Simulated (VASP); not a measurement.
# Y (P6_3/mmc) in VASP: a series of runs, part 2 of 2

VASP 6.6.1. Earlier steps stand in the parts before.

## Step 3: Single point, r2SCAN

This run uses another cell than the first one, of 27.72 Å³/atom.

Contents of POSCAR:

```
Y
1.0
    3.4603305484      0.0000000000      0.0000000000
   -1.7301652742      2.9967341604      0.0000000000
    0.0000000000      0.0000000000      5.3471153890
Y
2
Direct
    0.3333333333      0.6666666667      0.2500000000
    0.6666666667      0.3333333333      0.7500000000
```

Contents of INCAR.step1:

```
SYSTEM = Y
  PREC = Accurate
  ENCUT = 520
  ISMEAR = -1
  SIGMA = 0.08
  LREAL = .False.
  LASPH = .True.
  NELM = 60
  NBANDS = 18
  GGA = PE
  ALGO = Normal
  EDIFF = 1E-4
  LWAVE = .True.
  LCHARG = .False.
```

Contents of INCAR.step2:

```
SYSTEM = Y
  PREC = Accurate
  ENCUT = 520
  EDIFF = 1E-7
  ISMEAR = -1
  SIGMA = 0.08
  LREAL = .False.
  LASPH = .True.
  NELM = 60
  ALGO = Normal
  ISIF = 2
  LWAVE = .False.
  LCHARG = .True.
  METAGGA = R2SCAN
  LMIXTAU = .True.
  LELF = .True.
  LVHAR = .True.
  NBANDS = 18
  ISTART = 1
```

Contents of KPOINTS:

```
regular mesh
0
Gamma
  16 16 8
  0 0 0
```

Potentials or basis: VASP PAW PBE potentials, release 64 (Y_sv).

Run with:

```console
> cat potpaw_PBE.64/Y_sv/POTCAR > POTCAR
> cp INCAR.step1 INCAR
> mpirun -np 1 vasp_std > vasp.out
> cp INCAR.step2 INCAR
> mpirun -np 1 vasp_std > vasp.out
```

OUTCAR:

```text
SYSTEM = Y
   PREC = Accurate
   ENCUT = 520
   EDIFF = 1E-7
   ISMEAR = -1
   LREAL = .False.
   LASPH = .True.
   NELM = 60
   ISIF = 2
   METAGGA = R2SCAN
   ISTART = 1

 ion  position               nearest neighbor table
   1  0.333  0.667  0.250-   2 3.34   2 3.34   2 3.34   2 3.34   2 3.34   2 3.34
   2  0.667  0.333  0.750-   1 3.34   1 3.34   1 3.34   1 3.34   1 3.34   1 3.34

  LATTYP: Found a hexagonal cell.
 ALAT       =     3.4603305484
 C/A-ratio  =     1.5452614466

[... 694 lines left out ...]

------------------------ aborting loop because EDIFF is reached ----------------------------------------

  FORCE on cell =-STRESS in cart. coord.  units (eV):
  Direction    XX          YY          ZZ          XY          YZ          ZX
  --------------------------------------------------------------------------------------
  -------------------------------------------------------------------------------------
  Total        3.4906028      3.4906028      3.4739262      0.0000000     -0.0000000      0.0000000
  in kB      100.8615549    100.8615549    100.3796793      0.0000000     -0.0000000      0.0000000
  external PRESSURE =     100.7009297 kB  Pullay stress =       0.0000000 kB

 VOLUME and BASIS-vectors are now :
 -----------------------------------------------------------------------------
  energy-cutoff  :      520.00
  volume of cell :       55.45
      direct lattice vectors                 reciprocal lattice vectors
     3.460330548  0.000000000  0.000000000     0.288989733  0.166848300  0.000000000
    -1.730165274  2.996734160  0.000000000     0.000000000  0.333696600  0.000000000
     0.000000000  0.000000000  5.347115389     0.000000000  0.000000000  0.187016723

 POSITION                                       TOTAL-FORCE (eV/Angst)
 -----------------------------------------------------------------------------------
     -0.00000      1.99782      1.33678        -0.000000      0.000000      0.000000
      1.73017      0.99891      4.01034         0.000000     -0.000000      0.000000
 -----------------------------------------------------------------------------------
    total drift:                               -0.000000      0.000000     -0.000000

  FREE ENERGIE OF THE ION-ELECTRON SYSTEM (eV)
  ---------------------------------------------------
  free  energy   TOTEN  =       -40.2545366897 eV

  energy  without entropy=      -40.1903542588  energy(sigma->0) =      -40.22244547
```

OUTCAR.step1:

```text
SYSTEM = Y
   PREC = Accurate
   ENCUT = 520
   ISMEAR = -1
   LREAL = .False.
[... 729 lines left out ...]
     -0.00000      1.99782      1.33678         0.000000     -0.000000      0.000000
      1.73017      0.99891      4.01034        -0.000000      0.000000      0.000000
 -----------------------------------------------------------------------------------
    total drift:                               -0.000000      0.000000     -0.000000

  FREE ENERGIE OF THE ION-ELECTRON SYSTEM (eV)
  ---------------------------------------------------
  free  energy   TOTEN  =       -12.6579855269 eV

  energy  without entropy=      -12.5899475608  energy(sigma->0) =      -12.62396654
```

Run time: 25 min. Hardware: 1 thread of Oxide Virtual Turin-like, shared host; peak memory 0.26 GiB.

What came out:

```yaml
Free_energy: -40.2545 eV
Pressure: 10.1 GPa
Band_gap_on_the_k_mesh: zero (bands 11 and 12 overlap by 2.09 eV)
```

Levels at points of the mesh, in eV from the Fermi level:
```
           k point  band 9  band 10  band 11  band 12  band 13  band 14
(0.00, 0.00, 0.00)   -5.10    -2.17     1.54     2.08     2.08     2.66
(0.50, 0.00, 0.00)   -1.75    -1.60    -1.12     0.10     1.71     1.93
(0.00, 0.00, 0.50)   -3.36    -3.36     1.19     1.19     1.98     1.98
(0.50, 0.00, 0.50)   -1.97    -1.97     0.09     0.09     1.93     1.93
```

Caveat: the cell stands under pressure; the PAW data sets were made with another functional, which shifts forces and pressure a little.

## Step 4: Single point, r2SCAN

This run uses another cell than the first one, of 29.10 Å³/atom.

Contents of POSCAR:

```
Y
1.0
    3.5175094881      0.0000000000      0.0000000000
   -1.7587547440      3.0462525747      0.0000000000
    0.0000000000      0.0000000000      5.4312678989
Y
2
Direct
    0.3333333333      0.6666666667      0.2500000000
    0.6666666667      0.3333333333      0.7500000000
```

Contents of INCAR.step1:

```
SYSTEM = Y
ALGO = Normal
EDIFF = 1E-4
ENCUT = 520
GGA = PE
ISMEAR = -1
LASPH = .True.
LCHARG = .False.
LREAL = .False.
LWAVE = .True.
NBANDS = 18
NELM = 60
PREC = Accurate
SIGMA = 0.08
```

Contents of INCAR.step2:

```
SYSTEM = Y
ALGO = Normal
EDIFF = 1E-6
ENCUT = 520
ISIF = 2
ISMEAR = -1
ISTART = 1
LASPH = .True.
LCHARG = .False.
LMIXTAU = .True.
LREAL = .False.
LWAVE = .False.
METAGGA = R2SCAN
NBANDS = 18
NELM = 60
PREC = Accurate
SIGMA = 0.08
```

Contents of KPOINTS:

```
k-points
0
Gamma
  16 16 8
  0 0 0
```

Run with:

```console
> cat potpaw_PBE.64/Y_sv/POTCAR > POTCAR
> cp INCAR.step1 INCAR
> mpirun -np 1 vasp_std > vasp.out
> cp INCAR.step2 INCAR
> mpirun -np 1 vasp_std > vasp.out
```

It took 25 min on 1 thread of Oxide Virtual Turin-like, shared host; peak memory 0.26 GiB.

Results (log left out):

```
Free energy            : -40.4012 eV
Pressure               : 7.1 GPa
Band gap on the k mesh : zero (bands 11 and 12 overlap by 1.89 eV)
```

Levels at points of the mesh, in eV from the Fermi level:
```tsv
k point	band 9	band 10	band 11	band 12	band 13	band 14
(0.00, 0.00, 0.00)	-5.05	-2.07	1.33	2.05	2.05	2.61
(0.50, 0.00, 0.00)	-1.74	-1.47	-1.01	-0.03	1.70	1.83
(0.00, 0.00, 0.50)	-3.37	-3.37	1.18	1.18	1.96	1.96
(0.50, 0.00, 0.50)	-1.87	-1.87	0.12	0.12	1.75	1.75
```

Caveat: the cell stands under pressure; the PAW data sets were made with another functional, which shifts forces and pressure a little.

## Step 5: The runs side by side

```tsv
cell	gap on the mesh (eV)	pressure (GPa)
a = 3.377, b = 3.377, c = 5.232 Å, angles 90.0, 90.0, 120.0°, 2 atoms	none	15.1
a = 3.460, b = 3.460, c = 5.347 Å, angles 90.0, 90.0, 120.0°, 2 atoms	none	10.1
a = 3.518, b = 3.518, c = 5.431 Å, angles 90.0, 90.0, 120.0°, 2 atoms	none	7.1
```

Alike in all rows: task single point; level r2SCAN; potentials or basis VASP PAW PBE potentials, release 64 (Y_sv); no spin polarisation; k mesh 16 × 16 × 8; cutoff (eV) 520; smearing fermi-dirac 0.08 eV.

Caveats: the cell stands under pressure; the PAW data sets were made with another functional, which shifts forces and pressure a little.

Total energies depend on the potentials used, so only differences within one code and one set of settings carry meaning.
